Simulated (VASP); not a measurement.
# AlSi8NO16 in VASP: notebook

AlSi8NO16 is run at these levels: PBE; tasks: single point.

Program: VASP 6.6.1. These are calculated values, not measurements. Logs are shortened: lines on timing, memory, paths and dates and some standing lists are left out, and cuts for length are marked.

## (1) The cell of the first run

The cell holds a disordered packing, 26 atoms: a = 7.638 Å, b = 7.315 Å, c = 6.863 Å, α = 90.60°, β = 91.32°, γ = 92.31°.

## (2) Single point, PBE

INCAR reads:

```
SYSTEM = AlSi8NO16
PREC = Accurate ; ENCUT = 520
EDIFF = 1E-6 ; ISMEAR = -1
SIGMA = 0.2482 ; LREAL = Auto
LASPH = .True. ; NELM = 120
ALGO = Normal ; ISIF = 2
LWAVE = .False. ; LCHARG = .False.
GGA = PE ; ISYM = -1
NBANDS = 87 ; GGA_COMPAT = .False.
```

KPOINTS reads:

```
explicit points
1
Reciprocal
  0.25000000   0.25000000   0.25000000 1
```

POSCAR reads:

```
AlSi8NO16
1.0
    7.6361610000     -0.1511100000     -0.0835260000
   -0.1511100000      7.3133010000     -0.0381800000
   -0.0835260000     -0.0381800000      6.8622450000
Al N Si O
1 1 8 16
Direct
    0.4254939333      0.6674757038      0.6877250854
    0.5454670753      0.4785737624      0.7277748942
    0.6109892754      0.5838582034      0.3263015524
    0.7931550552      0.4693763770      0.6674716305
    0.1076401361      0.7577631651      0.7211265625
    0.2190332743      0.5470466204      0.3223802434
    0.3157271279      0.8903882119      0.0800543330
    0.0150248829      0.0394093508      0.0365907392
    0.9251524198      0.1221546242      0.6664157494
    0.7063032276      0.9235354572      0.2147800417
    0.3979880290      0.5139524689      0.2348646913
    0.2211088308      0.7738531777      0.2641294577
    1.1300788711      0.4070028650      0.4615568720
    0.5297425939      0.9983579143      0.1759436722
    0.0516502882      0.1743807594      0.8455240230
    0.3953679758      0.7537789856      0.9154152595
    0.7764992314      0.4594931685      0.4518609178
    0.7017542046      0.6554275750      0.1351247218
    0.9541753229      0.6216068109      0.7962356920
    0.4426552113      0.3536061975      0.8013077213
    0.7882149773     -0.0482829279      0.0026519021
    0.1174012362      0.8606645185      0.9499524175
    0.1727281800      0.1206152141      0.2159091351
    0.5548386375      0.7356768225      0.4957143898
    0.7755666655      0.2468905205      0.7444424181
    0.9959644878      0.9280410880      0.5814463836
```

Potentials or basis: VASP PAW PBE potentials, release 64 (Al, N, Si, O).

Started as:

```bash
cat potpaw_PBE.64/Al/POTCAR potpaw_PBE.64/N/POTCAR potpaw_PBE.64/Si/POTCAR potpaw_PBE.64/O/POTCAR > POTCAR
mpirun -np 1 vasp_std > vasp.out
```

OUTCAR:

```text
SYSTEM = AlSi8NO16
   PREC = Accurate
   ENCUT = 520
   EDIFF = 1E-6
   ISMEAR = -1
   LREAL = Auto
   LASPH = .True.
   NELM = 120
   ISIF = 2
   GGA = PE
   ISYM = -1

 ion  position               nearest neighbor table
   1  0.425  0.667  0.688-  16 1.70   2 1.71  24 1.73  20 2.44   5 2.56   3 2.96   6 3.03   4 3.22

   2  0.545  0.479  0.728-  20 1.29   1 1.71   4 1.95
   3  0.611  0.584  0.326-  18 1.58  24 1.67  11 1.78  17 1.80  10 2.69   4 2.85   1 2.96   6 2.99

   4  0.793  0.469  0.667-  17 1.48  25 1.72  19 1.83   2 1.95   9 2.77   3 2.85   5 3.14   1 3.22

   5  0.108  0.758  0.721-  19 1.60  22 1.73  26 1.81  16 2.55   1 2.56   7 3.03   9 3.08   8 3.09
                             4 3.14
   6  0.219  0.547  0.322-  11 1.53  13 1.55  12 1.71   3 2.99   1 3.03   7 3.10
   7  0.316  0.890  0.080-  16 1.64  12 1.69  22 1.75  14 1.89  23 2.25   8 2.59   5 3.03   6 3.10
                            10 3.10
   8  0.015  0.039  0.037-  22 1.66  15 1.67  23 1.78  21 1.83   7 2.59   9 2.70  10 2.79   5 3.09

   9  0.925  0.122  0.666-  15 1.58  25 1.59  26 1.65   8 2.70   4 2.77   5 3.08
  10  0.706  0.924  0.215-  14 1.50  21 1.61  18 2.03   3 2.69   8 2.79   7 3.10
  11  0.398  0.514  0.235-   6 1.53   3 1.78
  12  0.221  0.774  0.264-   7 1.69   6 1.71
  13  0.130  0.407  0.462-   6 1.55
  14  0.530  0.998  0.176-  10 1.50   7 1.89
  15  0.052  0.174  0.846-   9 1.58   8 1.67
  16  0.395  0.754  0.915-   7 1.64   1 1.70   5 2.55
  17  0.776  0.459  0.452-   4 1.48   3 1.80
  18  0.702  0.655  0.135-   3 1.58  10 2.03
  19  0.954  0.622  0.796-   5 1.60   4 1.83
  20  0.443  0.354  0.801-   2 1.29   1 2.44
  21  0.788  0.952  0.003-  10 1.61   8 1.83
  22  0.117  0.861  0.950-   8 1.66   5 1.73   7 1.75
  23  0.173  0.121  0.216-   8 1.78   7 2.25
  24  0.555  0.736  0.496-   3 1.67   1 1.73
  25  0.776  0.247  0.744-   9 1.59   4 1.72
  26  0.996  0.928  0.581-   9 1.65   5 1.81

IMPORTANT INFORMATION: All symmetrisations will be switched off!
NOSYMM: (Re-)initialisation of all symmetry stuff for point group C_1.

----------------------------------------------------------------------------------------

                                     Primitive cell

  volume of cell :     383.0060

  direct lattice vectors                    reciprocal lattice vectors
     7.636161000 -0.151110000 -0.083526000     0.131027207  0.002715735  0.001609949
    -0.151110000  7.313301000 -0.038180000     0.002715735  0.136797418  0.000794166
    -0.083526000 -0.038180000  6.862245000     0.001609949  0.000794166  0.145748919

  length of vectors
     7.638112702  7.314961617  6.862859517     0.131065236  0.136826677  0.145759974

  position of ions in fractional coordinates (direct lattice)
     0.425493933  0.667475704  0.687725085
     0.545467075  0.478573762  0.727774894
     0.610989275  0.583858203  0.326301552
     0.793155055  0.469376377  0.667471631
     0.107640136  0.757763165  0.721126562
     0.219033274  0.547046620  0.322380243
[... 18 lines left out ...]
     0.775566666  0.246890521  0.744442418
     0.995964488  0.928041088  0.581446384

  ion indices of the primitive-cell ions
   primitive index   ion index
                 1           1
                 2           2
                 3           3
                 4           4
                 5           5
                 6           6
[... 18 lines left out ...]
                25          25
                26          26

----------------------------------------------------------------------------------------

 KPOINTS: explicit points

Read explicit list of k-points.

 Found      1 k-points:

 Following reciprocal coordinates:
            Coordinates               Weight
  0.250000  0.250000  0.250000      1.000000
   k-points           NKPTS =      1   k-points in BZ     NKDIM =      1   number of bands    NBANDS=     87
   number of dos      NEDOS =    301   number of ions     NIONS =     26
   total plane-waves  NPLWV = 174960
   dimension x,y,z NGX =    60 NGY =   54 NGZ =   54
   dimension x,y,z NGXF=   120 NGYF=  108 NGZF=  108
   ions per type =               1   1   8  16
   NGX,Y,Z   is equivalent  to a cutoff of  13.06, 12.27, 13.08 a.u.
   NGXF,Y,Z  is equivalent  to a cutoff of  26.12, 24.54, 26.16 a.u.
 SYSTEM =  AlSi8NO16
   PREC   = accura    normal or accurate (medium, high low for compatibility)
   ISTART =      0    job   : 0-new  1-cont  2-samecut
   ICHARG =      2    charge: 1-file 2-atom 10-const
   ISPIN  =      1    spin polarized calculation?
   LNONCOLLINEAR =      F non collinear calculations
   LSORBIT =      F    spin-orbit coupling
   LASPH  =      T    aspherical Exc in radial PAW
   ENCUT  =  520.0 eV  38.22 Ry    6.18 a.u.  14.20 13.60 12.76*2*pi/ulx,y,z
   NELM   =    120;   NELMIN=  2; NELMDL= -5     # of ELM steps
   EDIFF  = 0.1E-05   stopping-criterion for ELM
   LREAL  =      T    real-space projection
   EDIFFG = 0.1E-04   stopping-criterion for IOM
   NSW    =      0    number of steps for IOM
   IBRION =     -1    ionic relax: 0-MD 1-quasi-New 2-CG
   NFREE  =      0    steps in history (QN), initial steepest desc. (CG)
   ISIF   =      2    stress and relaxation
   ISYM   =     -1    0-nonsym 1-usesym 2-fastsym
   POTIM  = 0.5000    time-step for ionic-motion
   TEBEG  =    0.0;   TEEND  =   0.0 temperature during run
   PSTRESS=    0.0 pullay stress
   NELECT =     136.0000    total number of electrons
   NUPDOWN=      -1.0000    fix difference up-down
   EMIN   =  10.00;   EMAX   =-10.00  energy-range for DOS
   EFERMI =   0.00;   METHOD = LEGACY
   ISMEAR =    -1;   SIGMA  =   0.25  broadening in eV -4-tet -1-fermi 0-gaus
   EFERMI_NEDOS =   21; number of points for ismear=-14 and -15
   IALGO  =     38    algorithm
   IMIX   =      4    mixing-type and parameters
     AMIX     =   0.40;   BMIX     =  1.00
     AMIX_MAG =   1.60;   BMIX_MAG =  1.00
  volume/ion in A,a.u.               =      14.73        99.41
  Fermi-wavevector in a.u.,A,eV,Ry     =   1.159274  2.190709 18.285077  1.343915
  Thomas-Fermi vector in A             =   2.295868
   LORBIT       =      0    0 simple, 1 ext, 2 COOP (PROOUT), +10 PAW based schemes
   GGA     = PE    functional components
   LHFCALC =     F    Hartree Fock is set to
   AEXX    =    0.0000 exact exchange contribution
   IVDW    =     0    specifies the selected vdW correction
   LEPSILON=     F    determine dielectric tensor
   LRPA    =     F    only Hartree local field effects (RPA)
 non-spin polarized calculation
  energy-cutoff  :      520.00
  volume of cell :      383.01
 maximum number of plane-waves:     10316
 NGX is ok and might be reduce to    56
   NGX = 29   NGY = 27   NGZ = 25

 number of electron     135.9999984 magnetization

 Free energy of the ion-electron system (eV)
  ---------------------------------------------------
  ext. energy  EPLUGINS =         0.00000000
  ---------------------------------------------------
  free energy    TOTEN  =      -175.95596887 eV

  energy without entropy =     -175.16119977  energy(sigma->0) =     -175.55858432

 E-fermi :   2.5276     XC(G=0):  -8.5646

 val. band max:        2.2941497975   @ k =   0.2500   0.2500   0.2500
 cond. band min:       2.7053262648   @ k =   0.2500   0.2500   0.2500
 fundamental gap:      0.4111764674
 Fermi energy:         2.5275612212

 k-point     1 :       0.2500    0.2500    0.2500
  band No.  band energies     occupation
      1     -20.2261      2.00000
      2     -20.0493      2.00000
      3     -19.2070      2.00000
      4     -18.7025      2.00000
      5     -18.2292      2.00000
      6     -17.8062      2.00000
[... 72 lines left out ...]
     79       7.1017      0.00000
     80       7.2889      0.00000
 [bands above 80 left out]

------------------------ aborting loop because EDIFF is reached ----------------------------------------

  FORCE on cell =-STRESS in cart. coord.  units (eV):
  Direction    XX          YY          ZZ          XY          YZ          ZX
  --------------------------------------------------------------------------------------
  -------------------------------------------------------------------------------------
  Total        6.5835618      2.9182191     15.9578857    -20.9228549    -10.9721961     -4.4021090
  in kB       27.5401264     12.2073927     66.7544717    -87.5237580    -45.8985087    -18.4147489
  external PRESSURE =      35.5006636 kB  Pullay stress =       0.0000000 kB

 VOLUME and BASIS-vectors are now :
 -----------------------------------------------------------------------------
  energy-cutoff  :      520.00
  volume of cell :      383.01
      direct lattice vectors                 reciprocal lattice vectors
     7.636161000 -0.151110000 -0.083526000     0.131027207  0.002715735  0.001609949
    -0.151110000  7.313301000 -0.038180000     0.002715735  0.136797418  0.000794166
    -0.083526000 -0.038180000  6.862245000     0.001609949  0.000794166  0.145748919

 POSITION                                       TOTAL-FORCE (eV/Angst)
 -----------------------------------------------------------------------------------
      3.09084      4.79090      4.65831        -2.517322      3.218542     -0.000375
      4.03217      3.38974      4.93034         1.478385     -2.752624      1.252297
      4.55013      4.16515      2.16584        -1.270161     -0.751314      0.297032
      5.92998      3.28735      4.49618        -0.077472      0.070204      8.517653
      0.64722      5.49795      4.91063         0.175692      1.086948     -1.737016
      1.56298      3.95531      2.17307        -1.453412      2.263699      0.854738
[... 18 lines left out ...]
      5.82286      1.65997      5.03434        -1.129083      1.571250     -1.704844
      7.41654      6.61434      3.87141        -0.365088     -0.079730      0.682246
 -----------------------------------------------------------------------------------
    total drift:                               -0.007536     -0.000522      0.000953

  FREE ENERGIE OF THE ION-ELECTRON SYSTEM (eV)
  ---------------------------------------------------
  free  energy   TOTEN  =      -175.9559688657 eV

  energy  without entropy=     -175.1611997734  energy(sigma->0) =     -175.55858432
```

Run time: 1.8 min. Hardware: 1 thread of Intel Xeon Platinum 8375C at 2.90GHz (Ice Lake), shared host; peak memory 0.4 GiB.

Results:

- Free energy: -175.9560 eV
- Pressure: 3.6 GPa
- Largest force: 8.674 eV/Å

Forces in eV/Å, atoms in the order of the input:
```
Al  -2.517  3.219  0.000
N    1.478 -2.753  1.252
Si  -1.270 -0.751  0.297
Si  -0.077  0.070  8.518
Si   0.176  1.087 -1.737
Si  -1.453  2.264  0.855
Si   1.845  0.484  3.064
Si   0.036  2.005  1.608
Si   1.260 -1.959 -1.271
Si   3.625 -3.388  0.760
O    5.713 -2.141 -0.073
O   -0.792 -1.989  0.953
O   -0.833  0.665  0.202
O   -8.536  1.183 -0.984
O    1.848  0.135  2.027
O    0.842  1.275  0.934
O   -2.111  1.160 -7.489
O    0.339  1.657  1.215
O   -3.946 -3.969 -1.904
O    1.273 -0.045 -0.138
O    5.458  2.592 -1.364
O   -0.002  0.572 -0.457
O   -1.853 -2.819 -3.945
O    0.993 -0.043 -1.301
O   -1.129  1.571 -1.705
O   -0.365 -0.080  0.682
```

Caveat: the atoms stand as in a frame of molecular dynamics.

[end of part 1 of 2]
